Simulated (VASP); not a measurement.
Bi:

```
Bi
1.0
     2.24515    1.29624    3.83884
    -2.24515    1.29624    3.83884
     0.00000   -2.59248    3.83884
Bi
2
Cartesian
  0.0000 0.0000 2.7307
  0.0000 0.0000 8.7858
```

Base run:

| Item | Value |
| --- | --- |
| Program | VASP 6.6.1 |
| Functional | LDA |
| Potentials or basis | VASP PAW LDA potentials, release 64 (Bi_d) |
| Cutoff | 520 eV |
| k mesh | 9 × 9 × 9 |
| Occupations | fermi-dirac, width 0.6 eV |
| Spin | no spin polarisation |

Its results: band gap on the k mesh zero (bands 15 and 16 overlap by 0.02 eV); pressure 1.7 GPa; largest force 0.517 eV/Å.

Problem. After a change of settings the same cell gave: band gap on the k mesh zero (bands 15 and 16 overlap by 0.02 eV); pressure 4.7 GPa; largest force 0.781 eV/Å. Which change was it?
A. occupations from fermi-dirac, width 0.6 eV to gaussian, width 0.6 eV
B. k mesh from 9 × 9 × 9 to 14 × 14 × 14; occupations from fermi-dirac, width 0.6 eV to fermi-dirac, width 0.1 eV
C. occupations from fermi-dirac, width 0.6 eV to fermi-dirac, width 1 eV
D. occupations from fermi-dirac, width 0.6 eV to methfessel-paxton, width 0.3 eV; further incar settings from ALGO = Normal; EDIFF = 1e-07; NBANDS = 22 to ALGO = Normal; EDIFF = 1e-06; NBANDS = 22

Solution. C.

Caveats: so wide a smearing shifts energies and pressures; spin-orbit coupling is left out, which moves the levels of the heavy elements; the cell stands under pressure (at least some runs).
